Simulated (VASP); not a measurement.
Set up this calculation in VASP 6.6.1, as the native input.

* Task: single point
* Functional: r2SCAN
* Potentials or basis: VASP PAW PBE potentials, release 64 (O, H, F)
* Cutoff: 520 eV
* k mesh: 1 × 1 × 1
* Occupations: fermi-dirac, width 0.02 eV
* Spin: no spin polarisation
* Dipole correction: no
* Further INCAR settings: LREAL = Auto; ALGO = Normal; EDIFF = 1e-07; NBANDS = 44

The system is H13O6F.

```
CELL_PARAMETERS angstrom
6.52808 0.00000 0.00000
0.00000 6.52808 0.00000
0.00000 0.00000 6.52808
ATOMIC_POSITIONS crystal
O 0.20427 0.00948 0.64786
O 0.12678 0.38558 0.84144
O 0.77920 0.59547 0.77801
O 0.00319 0.28684 0.21320
O 0.60206 0.23065 0.09413
O 0.29820 0.95137 0.24517
H 0.19405 0.14772 0.69968
H 0.12285 0.93741 0.74366
H 0.07123 0.33714 0.98073
H 0.23456 0.48674 0.84973
H 0.74532 0.64200 0.64203
H 0.90304 0.50133 0.75567
H 0.86890 0.21706 0.17334
H 0.09254 0.17117 0.24208
H 0.58622 0.26795 0.95653
H 0.51119 0.11617 0.12405
H 0.19997 0.85776 0.19004
H 0.27040 0.94470 0.38872
H 0.88715 0.74641 0.89850
F 0.97790 0.83352 0.97790
```

One way to write it, as run:

POSCAR

```
H13O6F
1.0
    6.5280840000      0.0000000000      0.0000000000
    0.0000000000      6.5280840000      0.0000000000
    0.0000000000      0.0000000000      6.5280840000
O H F
6 13 1
Direct
    0.2042712686      0.0094821084      0.6478623743
    0.1267753295      0.3855802101      0.8414413785
    0.7792025960      0.5954733426      0.7780077585
    0.0031862335      0.2868376081      0.2132019135
    0.6020602676      0.2306496056      1.0941342054
    0.2982038834      0.9513664346      0.2451714776
    0.1940538755      0.1477156238      0.6996846242
    0.1228538113     -0.0625911064      0.7436638377
    0.0712307011      0.3371433333      0.9807318656
    0.2345558053      0.4867431240      0.8497286493
    0.7453182281      0.6419954155      0.6420260524
    0.9030367869      0.5013262697      0.7556734870
   -0.1310951268      0.2170621579      0.1733433577
    0.0925386377      0.1711681406      0.2420771546
    0.5862210106      0.2679499835      0.9565287456
    0.5111913388      0.1161749757      1.1240510998
    0.1999667896      0.8577555068      0.1900404468
    0.2704009323      0.9447029174      0.3887204883
    0.8871515746      0.7464058367     -0.1014999194
    0.9778979560      0.8335217500     -0.0221044950
```

INCAR.step1

```
SYSTEM = H13O6F
PREC = Accurate
ENCUT = 520
ISMEAR = -1
SIGMA = 0.02
LREAL = Auto
LASPH = .True.
NELM = 60
NBANDS = 44
GGA = PE
ALGO = Normal
EDIFF = 1E-4
LWAVE = .True.
LCHARG = .False.
```

INCAR.step2

```
SYSTEM = H13O6F
PREC = Accurate
ENCUT = 520
EDIFF = 1E-7
ISMEAR = -1
SIGMA = 0.02
LREAL = Auto
LASPH = .True.
NELM = 60
ALGO = Normal
ISIF = 2
LWAVE = .False.
LCHARG = .False.
METAGGA = R2SCAN
LMIXTAU = .True.
NBANDS = 44
ISTART = 1
```

KPOINTS

```
Automatic mesh
0
Gamma
  1 1 1
  0 0 0
```

Potentials or basis: VASP PAW PBE potentials, release 64 (O, H, F).

Launch:

```bash
$ cat potpaw_PBE.64/O/POTCAR potpaw_PBE.64/H/POTCAR potpaw_PBE.64/F/POTCAR > POTCAR
$ cp INCAR.step1 INCAR
$ mpirun -np 1 vasp_gam > vasp.out
$ cp INCAR.step2 INCAR
$ mpirun -np 1 vasp_gam > vasp.out
```

It gave:

```yaml
Pressure: 0.1 GPa
Largest_force: 2.064 eV/Å
```

Caveat: the k points lie up to 0.96 Å⁻¹ apart; the PAW data sets were made with another functional, which shifts forces and pressure a little.

Wall time 120 s on 1 thread of Intel(R) Xeon(R) Platinum 8488C (Sapphire Rapids) (shared host), peak memory 0.36 GiB.
